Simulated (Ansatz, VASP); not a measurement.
# FeGe in VASP and in Ansatz

File INCAR:

```
SYSTEM = FeGe
ALGO = Normal ; EDIFF = 1E-6
ENCUT = 520 ; GGA = PE
ISIF = 2 ; ISMEAR = 0
ISPIN = 2 ; LASPH = .TRUE.
LCHARG = .FALSE. ; LMAXMIX = 4
LORBIT = 11 ; LREAL = .FALSE.
LWAVE = .FALSE. ; MAGMOM = 4 4 4 0 0 0
NBANDS = 46 ; NELM = 150
PREC = Accurate ; SIGMA = 0.1
```

Contents of KPOINTS:

```
k-points
0
G
  6 6 4
  0 0 0
```

POSCAR

```
FeGe
1.0
    4.9976024300      0.0000000000      0.0000000000
   -2.4988012100      4.3280506600      0.0000000000
    0.0000000000      0.0000000000      4.1157612800
Fe Ge
3 3
Direct
    0.5000000000      0.0000000000      0.0000000000
    0.5000000000      0.5000000000      0.0000000000
    0.0000000000      0.5000000000      0.0000000000
    0.0000000000      0.0000000000      0.0000000000
    0.3333333300      0.6666666700      0.5000000000
    0.6666666700      0.3333333300      0.5000000000
```

Input for Ansatz:

```yaml
crystal:
  lattice:
    - [4.99760243, 0.0, 0.0]
    - [-2.49880121, 4.32805066, 0.0]
    - [0.0, 0.0, 4.11576128]
  atoms:
    - { symbol: Fe, position: [0.5, 0.0, 0.0], spin: 4.0 }
    - { symbol: Fe, position: [0.5, 0.5, 0.0], spin: 4.0 }
    - { symbol: Fe, position: [0.0, 0.5, 0.0], spin: 4.0 }
    - { symbol: Ge, position: [0.0, 0.0, 0.0] }
    - { symbol: Ge, position: [0.33333333, 0.66666667, 0.5] }
    - { symbol: Ge, position: [0.66666667, 0.33333333, 0.5] }
basis:
  ecutwfc: 420
kpoints:
  mp_grid: { grid: [6, 6, 4] }
hamiltonian:
  xc: pbe
scf:
  occupations: { method: gaussian, width: 0.1 }
  lower_state_search: "off"
output:
  forces: true
  stress: true
  eigenvalues: true
  populations: true
magnetization:
  spin_polarized: true
```

Alike in both runs: task single point; functional PBE; k mesh 6 × 6 × 4; occupations gaussian, width 0.1 eV; collinear spin.

|  | VASP | Ansatz |
| --- | --- | --- |
| version | VASP 6.6.1 | Ansatz 0.2.0 |
| potentials or method | VASP PAW PBE potentials, release 64 (Fe, Ge_d), cutoff 520 eV | scalar-relativistic, plane waves, PAW |
| valence electrons in the cell | 66 | 90 |

Ansatz gave:

| Item | Value |
| --- | --- |
| gap on the k mesh at the Fermi level (eV) | none |
| pressure (GPa) | -3.8 |
| traceless stress, the component that is largest in VASP (GPa) | -0.17 |
| net moment per atom (μB) | 0.73 |
| size of the moment on the site where the two differ most (μB) | 0.06 |

**Question.** What did VASP give for the same quantities?

**Answer.** gap on the k mesh at the Fermi level (eV): none; pressure (GPa): -3.6; traceless stress, the component that is largest in VASP (GPa): -0.22; net moment per atom (μB): 0.72; size of the moment on the site where the two differ most (μB): 0.08.

Site moments also hang on the region over which each program counts them. A gap of «none» marks a metal or a gap that the smearing closes. VASP's potentials hold 66 valence electrons a cell and Ansatz's 90, so a difference there can come from the potentials and not from the codes.

The k mesh is coarse, so the values compare programs but aren't converged.
